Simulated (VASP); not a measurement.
# TaV (Cmmm) in VASP: a series of runs

The runs below take TaV through single point, relaxation of cell and atoms, with LDA.

Everything below comes from runs of VASP 6.6.1. Logs are shortened: lines on timing, memory, paths and dates and some standing lists are left out, and cuts for length are marked.

**1. The cell of the first run**

The structure is orthorhombic, space group Cmmm (No. 65). The conventional cell has a = 3.117 Å, b = 4.511 Å, c = 4.228 Å, α = 90.00°, β = 90.00°, γ = 90.00°. Within 3.5 Å of Ta (site symmetry mmm) lie 8 V at 2.63 to 3.09 Å and 6 Ta at 2.74 to 3.12 Å. V (site symmetry mmm) has 8 Ta at 2.63 to 3.09 Å and 6 V at 2.74 to 3.12 Å within 3.5 Å.

**2. Single point, LDA, collinear spin, ferromagnetic start**

INCAR reads:

```
PREC     = Accurate       # precision mode
ENCUT    = 520            # plane-wave cutoff, eV
EDIFF    = 1E-6           # SCF threshold, eV
ISMEAR   = -1             # smearing method
SIGMA    = 0.05           # smearing width, eV
LREAL    = False          # projectors in reciprocal space
LASPH    = True           # aspherical terms in the spheres
NELM     = 150            # most SCF steps
ALGO     = Normal         # electronic algorithm
ISIF     = 2              # what is computed and relaxed
LWAVE    = False          # write WAVECAR
LCHARG   = False          # write CHGCAR
ISPIN    = 2              # spin polarisation
MAGMOM   = 0 2            # initial moments
LORBIT   = 11             # projections on sites
LMAXMIX  = 4              # l up to which the mixer works
NBANDS   = 23             # bands
```

KPOINTS reads:

```
Automatic mesh
0
Gamma
  7 7 5
```

POSCAR reads:

```
TaV
1.0
    1.5586082215     -2.2554189114      0.0000000000
    1.5586082215      2.2554189114      0.0000000000
    0.0000000000      0.0000000000      4.2277668964
Ta V
1 1
Direct
    0.0000000000      0.0000000000      0.0000000000
    0.5000000000      0.5000000000      0.5000000000
```

Potentials or basis: VASP PAW LDA potentials, release 64 (Ta_pv, V_sv).

Started as:

```
cat potpaw_LDA.64/Ta_pv/POTCAR potpaw_LDA.64/V_sv/POTCAR > POTCAR
mpirun -np 1 vasp_std > vasp.out
```

OUTCAR:

```text
PREC = Accurate
   ENCUT = 520
   EDIFF = 1E-6
   ISMEAR = -1
   LREAL = False
   LASPH = True
   NELM = 150
   ISIF = 2
   ISPIN = 2
   LORBIT = 11

 ion  position               nearest neighbor table
   1  0.000  0.000  0.000-   2 2.63   2 2.63   2 2.63   2 2.63   2 3.09   2 3.09   2 3.09   2 3.09

   2  0.500  0.500  0.500-   1 2.63   1 2.63   1 2.63   1 2.63   1 3.09   1 3.09   1 3.09   1 3.09

  LATTYP: Found a base centered orthorhombic cell.
 ALAT       =     3.1172164430
 B/A-ratio  =     1.4470723818
 C/A-ratio  =     1.3562635042

  Lattice vectors:

 A1 = (   1.5586082215,  -2.2554189114,   0.0000000000)
 A2 = (   1.5586082215,   2.2554189114,   0.0000000000)
 A3 = (   0.0000000000,   0.0000000000,   4.2277668964)

Analysis of symmetry for initial positions (statically):
=====================================================================
 Subroutine PRICEL returns:
 Original cell was already a primitive cell.

 Routine SETGRP: Setting up the symmetry group for a
 base centered orthorhombic supercell.

 Subroutine GETGRP returns: Found  8 space group operations
 (whereof  8 operations were pure point group operations)
 out of a pool of  8 trial point group operations.

The static configuration has the point symmetry D_2h.

Analysis of symmetry for dynamics (positions and initial velocities):
=====================================================================
 Subroutine PRICEL returns:
 Original cell was already a primitive cell.

 Routine SETGRP: Setting up the symmetry group for a
 base centered orthorhombic supercell.

 Subroutine GETGRP returns: Found  8 space group operations
 (whereof  8 operations were pure point group operations)
 out of a pool of  8 trial point group operations.

The dynamic configuration has the point symmetry D_2h.

Analysis of structural, dynamic, and magnetic symmetry:
=====================================================================
 Subroutine PRICEL returns:
 Original cell was already a primitive cell.

 Routine SETGRP: Setting up the symmetry group for a
 base centered orthorhombic supercell.

 Subroutine GETGRP returns: Found  8 space group operations
 (whereof  8 operations were pure point group operations)
 out of a pool of  8 trial point group operations.

The overall configuration has the point symmetry D_2h.

 Subroutine INISYM returns: Found  8 space group operations
 (whereof  8 operations are pure point group operations),
 and found     1 'primitive' translations

----------------------------------------------------------------------------------------

                                     Primitive cell

  volume of cell :      29.7239

  direct lattice vectors                    reciprocal lattice vectors
     1.558608221 -2.255418911  0.000000000     0.320799026 -0.221688307  0.000000000
     1.558608221  2.255418911  0.000000000     0.320799026  0.221688307  0.000000000
     0.000000000  0.000000000  4.227766896     0.000000000  0.000000000  0.236531489

  length of vectors
     2.741564162  2.741564162  4.227766896     0.389945792  0.389945792  0.236531489

  position of ions in fractional coordinates (direct lattice)
     0.000000000  0.000000000  0.000000000
     0.500000000  0.500000000  0.500000000

  ion indices of the primitive-cell ions
   primitive index   ion index
                 1           1
                 2           2

----------------------------------------------------------------------------------------

 KPOINTS: Automatic mesh

Automatic generation of k-mesh.
 Grid dimensions read from file:
 generate k-points for:    7    7    5

 Generating k-lattice:

  Cartesian coordinates                     Fractional coordinates (reciprocal lattice)
     0.045828432 -0.031669758  0.000000000     0.142857143  0.000000000  0.000000000
     0.045828432  0.031669758  0.000000000     0.000000000  0.142857143  0.000000000
     0.000000000  0.000000000  0.047306298     0.000000000  0.000000000  0.200000000

  Length of vectors
     0.055706542  0.055706542  0.047306298

  Shift w.r.t. Gamma in fractional coordinates (k-lattice)
     0.000000000  0.000000000  0.000000000

 Subroutine IBZKPT returns following result:
 ===========================================

 Found     48 irreducible k-points:

 Following reciprocal coordinates:
            Coordinates               Weight
  0.000000  0.000000  0.000000      1.000000
  0.142857 -0.000000  0.000000      4.000000
  0.285714 -0.000000  0.000000      4.000000
  0.428571 -0.000000  0.000000      4.000000
  0.142857  0.142857  0.000000      2.000000
  0.285714  0.142857  0.000000      4.000000
[... 16 lines left out ...]
  0.428571  0.142857  0.200000      8.000000
 -0.428571  0.142857  0.200000      8.000000
 [... further k-points ...]
   k-points           NKPTS =     48   k-points in BZ     NKDIM =     48   number of bands    NBANDS=     23
   number of dos      NEDOS =    301   number of ions     NIONS =      2
   total plane-waves  NPLWV =  12800
   dimension x,y,z NGX =    20 NGY =   20 NGZ =   32
   dimension x,y,z NGXF=    40 NGYF=   40 NGZF=   64
   ions per type =               1   1
   NGX,Y,Z   is equivalent  to a cutoff of  12.13, 12.13, 12.58 a.u.
   NGXF,Y,Z  is equivalent  to a cutoff of  24.26, 24.26, 25.17 a.u.
 SYSTEM =  unknown system
   PREC   = accura    normal or accurate (medium, high low for compatibility)
   ISTART =      0    job   : 0-new  1-cont  2-samecut
   ICHARG =      2    charge: 1-file 2-atom 10-const
   ISPIN  =      2    spin polarized calculation?
   LNONCOLLINEAR =      F non collinear calculations
   LSORBIT =      F    spin-orbit coupling
   LASPH  =      T    aspherical Exc in radial PAW
   ENCUT  =  520.0 eV  38.22 Ry    6.18 a.u.   5.10  5.10  7.86*2*pi/ulx,y,z
   NELM   =    150;   NELMIN=  2; NELMDL= -5     # of ELM steps
   EDIFF  = 0.1E-05   stopping-criterion for ELM
   LREAL  =      F    real-space projection
   EDIFFG = 0.1E-04   stopping-criterion for IOM
   NSW    =      0    number of steps for IOM
   IBRION =     -1    ionic relax: 0-MD 1-quasi-New 2-CG
   NFREE  =      0    steps in history (QN), initial steepest desc. (CG)
   ISIF   =      2    stress and relaxation
   ISYM   =      2    0-nonsym 1-usesym 2-fastsym
   POTIM  = 0.5000    time-step for ionic-motion
   TEBEG  =    0.0;   TEEND  =   0.0 temperature during run
   PSTRESS=    0.0 pullay stress
   NELECT =      24.0000    total number of electrons
   NUPDOWN=      -1.0000    fix difference up-down
   EMIN   =  10.00;   EMAX   =-10.00  energy-range for DOS
   EFERMI =   0.00;   METHOD = LEGACY
   ISMEAR =    -1;   SIGMA  =   0.05  broadening in eV -4-tet -1-fermi 0-gaus
   EFERMI_NEDOS =   21; number of points for ismear=-14 and -15
   IALGO  =     38    algorithm
   IMIX   =      4    mixing-type and parameters
     AMIX     =   0.40;   BMIX     =  1.00
     AMIX_MAG =   1.60;   BMIX_MAG =  1.00
  volume/ion in A,a.u.               =      14.86       100.29
  Fermi-wavevector in a.u.,A,eV,Ry     =   1.524439  2.880773 31.618791  2.323916
  Thomas-Fermi vector in A             =   2.632746
   LORBIT       =     11    0 simple, 1 ext, 2 COOP (PROOUT), +10 PAW based schemes
   GGA     = CA    functional components
   LHFCALC =     F    Hartree Fock is set to
   AEXX    =    0.0000 exact exchange contribution
   IVDW    =     0    specifies the selected vdW correction
   LEPSILON=     F    determine dielectric tensor
   LRPA    =     F    only Hartree local field effects (RPA)
 spin polarized calculation
  energy-cutoff  :      520.00
  volume of cell :       29.72
 maximum number of plane-waves:       814
   NGX = 11   NGY = 11   NGZ = 15

 number of electron      23.9999997 magnetization       0.0024087

 Free energy of the ion-electron system (eV)
  ---------------------------------------------------
  ext. energy  EPLUGINS =         0.00000000
  ---------------------------------------------------
  free energy    TOTEN  =       -22.61154177 eV

  energy without entropy =      -22.58489877  energy(sigma->0) =      -22.59822027

 E-fermi :   7.7078     XC(G=0): -13.2700

 val. band max:        7.6953486805   @ k =   0.1429   0.1429   0.2000
 cond. band min:       7.7119824988   @ k =   0.0000   0.0000   0.4000
 fundamental gap:      0.0166338183
 Fermi energy:         7.7078128989

 spin component 1

 k-point     1 :       0.0000    0.0000    0.0000
  band No.  band energies     occupation
      1     -55.0880      1.00000
      2     -29.4860      1.00000
      3     -29.1961      1.00000
      4     -29.0991      1.00000
      5     -25.4333      1.00000
      6     -24.9246      1.00000
[... 15 lines left out ...]
     22      21.8038      0.00000
     23      25.1890      0.00000
[... 575 lines left out ...]
      1     -55.0279      1.00000
      2     -29.5361      1.00000
      3     -29.3628      1.00000
      4     -29.2222      1.00000
      5     -25.9863      1.00000
      6     -25.3528      1.00000
[... 15 lines left out ...]
     22      22.2796      0.00000
     23      22.6869      0.00000

 [... further k-points ...]

 spin component 2

 k-point     1 :       0.0000    0.0000    0.0000
  band No.  band energies     occupation
      1     -55.0863      1.00000
      2     -29.4844      1.00000
      3     -29.1943      1.00000
      4     -29.0975      1.00000
      5     -25.4332      1.00000
      6     -24.9246      1.00000
[... 15 lines left out ...]
     22      21.8038      0.00000
     23      25.1897      0.00000
[... 575 lines left out ...]
      1     -55.0262      1.00000
      2     -29.5345      1.00000
      3     -29.3612      1.00000
      4     -29.2205      1.00000
      5     -25.9863      1.00000
      6     -25.3528      1.00000
[... 15 lines left out ...]
     22      22.2804      0.00000
     23      22.6874      0.00000

 [... further k-points ...]

------------------------ aborting loop because EDIFF is reached ----------------------------------------

  FORCE on cell =-STRESS in cart. coord.  units (eV):
  Direction    XX          YY          ZZ          XY          YZ          ZX
  --------------------------------------------------------------------------------------
  -------------------------------------------------------------------------------------
  Total        0.5748086      0.5528795      0.5257510      0.0000000      0.0000000      0.0000000
  in kB       30.9833699     29.8013465     28.3390618      0.0000000      0.0000000      0.0000000
  external PRESSURE =      29.7079261 kB  Pullay stress =       0.0000000 kB

 VOLUME and BASIS-vectors are now :
 -----------------------------------------------------------------------------
  energy-cutoff  :      520.00
  volume of cell :       29.72
      direct lattice vectors                 reciprocal lattice vectors
     1.558608221 -2.255418911  0.000000000     0.320799026 -0.221688307  0.000000000
     1.558608221  2.255418911  0.000000000     0.320799026  0.221688307  0.000000000
     0.000000000  0.000000000  4.227766896     0.000000000  0.000000000  0.236531489

 POSITION                                       TOTAL-FORCE (eV/Angst)
 -----------------------------------------------------------------------------------
      0.00000      0.00000      0.00000         0.000000     -0.000000      0.000000
      1.55861      0.00000      2.11388        -0.000000      0.000000      0.000000
 -----------------------------------------------------------------------------------
    total drift:                                0.000000      0.000000      0.000000

  FREE ENERGIE OF THE ION-ELECTRON SYSTEM (eV)
  ---------------------------------------------------
  free  energy   TOTEN  =       -22.6115417743 eV

  energy  without entropy=      -22.5848987666  energy(sigma->0) =      -22.59822027

 total charge

# of ion       s       p       d       tot
------------------------------------------
    1        0.413   6.174   2.598   9.185
    2        2.332   6.217   3.149  11.699
--------------------------------------------------
tot          2.745  12.391   5.747  20.884

 magnetization (x)

# of ion       s       p       d       tot
------------------------------------------
    1       -0.000   0.000  -0.000   0.000
    2        0.000   0.000   0.001   0.001
--------------------------------------------------
tot          0.000   0.000   0.001   0.001
```

Wall time 62 s (1 thread of Oxide Virtual Turin-like, shared host); peak memory 0.14 GiB.

What came out:

```
Free energy                                           : -22.6115 eV
Pressure                                              : 3.0 GPa
Band gap on the k mesh                                : zero (filled and empty bands overlap)
Net moment                                            : 0.00 μB per cell
Valence electrons inside the program's atomic spheres : Ta 9.19; V 11.70
```

Caveat: spin-orbit coupling is left out, which moves the levels of the heavy elements.

**3. Single point, LDA, collinear spin, ferromagnetic start**

This run uses another cell than the first one, of 15.00 Å³/atom, 1.010 times its volume.

INCAR reads:

```
SYSTEM = TaV
ALGO = Normal
EDIFF = 1E-6
ENCUT = 520
ISIF = 2
ISMEAR = -1
ISPIN = 2
LASPH = .True.
LCHARG = .False.
LMAXMIX = 4
LORBIT = 11
LREAL = .False.
LWAVE = .False.
MAGMOM = 0 2
NBANDS = 23
NELM = 150
PREC = Accurate
SIGMA = 0.05
```

KPOINTS reads:

```
k-points
0
Gamma
  7 7 5
  0 0 0
```

POSCAR reads:

```
TaV
1.0
    1.5630369649     -2.2627388911      0.0000000000
    1.5630369649      2.2627388911      0.0000000000
    0.0000000000      0.0000000000      4.2424934876
Ta V
1 1
Direct
    0.0000000000      0.0000000000      0.0000000000
    0.5000000000      0.5000000000      0.5000000000
```

Potentials or basis: VASP PAW LDA potentials, release 64 (Ta_pv, V_sv).

Started as:

```
cat potpaw_LDA.64/Ta_pv/POTCAR potpaw_LDA.64/V_sv/POTCAR > POTCAR
mpirun -np 1 vasp_std > vasp.out
```

It took 90 s on 1 thread of Oxide Virtual Turin-like, shared host; peak memory 0.14 GiB.

It converged, with:

```
Free energy                                           : -22.6151 eV
Pressure                                              : 0.9 GPa
Band gap on the k mesh                                : zero (filled and empty bands overlap)
Net moment                                            : 0.00 μB per cell
Valence electrons inside the program's atomic spheres : Ta 9.16; V 11.68
```

Stress tensor (GPa, compression positive):
```
1.02 0.00 0.00
0.00 0.94 0.00
0.00 0.00 0.82
```

Levels at points of the mesh, in eV from the Fermi level:
Spin up:
```tsv
k point	band 10	band 11	band 12	band 13	band 14	band 15
(0.00, 0.00, 0.00)	-1.44	0.04	0.44	0.91	2.13	2.35
```
Spin down:
```
           k point  band 10  band 11  band 12  band 13  band 14  band 15
(0.00, 0.00, 0.00)    -1.44     0.04     0.44     0.92     2.13     2.35
```

Caveat: spin-orbit coupling is left out, which moves the levels of the heavy elements.

**4. Relaxation of cell and atoms, LDA, collinear spin, ferromagnetic start**

This run uses another cell than the first one, of 16.10 Å³/atom, 1.083 times its volume.

INCAR reads:

```
SYSTEM = TaV
PREC = Accurate
ENCUT = 600
EDIFF = 1E-7
ISMEAR = -1
SIGMA = 0.05
LREAL = .False.
LASPH = .True.
NELM = 150
ALGO = Normal
ISIF = 3
LWAVE = .False.
LCHARG = .False.
ISPIN = 2
MAGMOM = 0 2
LORBIT = 11
LMAXMIX = 4
IBRION = 2
NSW = 80
EDIFFG = -0.005
```

KPOINTS reads:

```
regular mesh
0
Gamma
  7 7 5
  0 0 0
```

POSCAR reads:

```
TaV
1.0
    1.6067000000     -2.3077750000      0.0000000000
    1.6067000000      2.3077750000      0.0000000000
    0.0000000000      0.0000000000      4.3413610000
Ta V
1 1
Direct
    0.0000000000      0.0000000000      0.0000000000
    0.5000000000      0.5000000000      0.5000000000
```

Started as:

```
cat potpaw_LDA.64/Ta_pv/POTCAR potpaw_LDA.64/V_sv/POTCAR > POTCAR
mpirun -np 1 vasp_std > vasp.out
```

Wall time 8.9 min (1 thread of Oxide Virtual Turin-like, shared host); peak memory 0.16 GiB.

Results (log left out):

| Quantity | Value |
| --- | --- |
| Free energy | -22.6166 eV |
| Relaxed volume | 15.07 Å³/atom |
| Relaxed cell | a = 2.754 Å, b = 2.754 Å, c = 4.246 Å, α = 90.00°, β = 90.00°, γ = 110.68° |
| Space group after relaxing (to 0.05 Å) | Cmmm (No. 65) |
| Energy gained by relaxing | 41.1 meV/atom |
| Ionic steps | 8 |
| Pressure after relaxing | 0.0 GPa |
| Band gap on the k mesh | zero (filled and empty bands overlap) |
| Net moment | 0.00 μB per cell |
| Valence electrons inside the program's atomic spheres | Ta 9.15; V 11.67 |

The path:
```
step  energy change (eV)  largest force (eV/Å)  pressure (GPa)  volume (Å³)
   1              0.0000                0.0000          -12.04        32.19
   2              0.1918                0.0000           29.40        26.88
   3             -0.0818                0.0000           -0.54        30.21
   4             -0.0819                0.0000           -0.03        30.14
   5             -0.0819                0.0000            0.25        30.10
   6             -0.0820                0.0000           -0.37        30.19
   7             -0.0820                0.0000           -0.21        30.17
   8             -0.0821                0.0000           -0.02        30.14
```

Final structure:
```cif
data_structure
_symmetry_space_group_name_H-M 'P 1'
_symmetry_Int_Tables_number 1
_cell_length_a 2.7543
_cell_length_b 2.7543
_cell_length_c 4.2465
_cell_angle_alpha 90.000
_cell_angle_beta 90.000
_cell_angle_gamma 110.677
_cell_volume 30.14
loop_
_atom_site_label
_atom_site_type_symbol
_atom_site_fract_x
_atom_site_fract_y
_atom_site_fract_z
_atom_site_occupancy
Ta1 Ta 0.00000 0.00000 0.00000 1
V1 V 0.50000 0.50000 0.50000 1
```

Levels at points of the mesh, in eV from the Fermi level:
Spin up:
```csv
k point,band 8,band 9,band 10,band 11,band 12,band 13,band 14,band 15,band 16,band 17
"(0.00, 0.00, 0.00)",-7.44,-3.92,-1.44,0.04,0.45,0.91,2.12,2.35,2.60,4.27
```
Spin down:
```csv
k point,band 10,band 11,band 12,band 13,band 14,band 15
"(0.00, 0.00, 0.00)",-1.44,0.04,0.45,0.91,2.12,2.35
```

Caveat: spin-orbit coupling is left out, which moves the levels of the heavy elements.

(Part 1 of 2 ends here.)
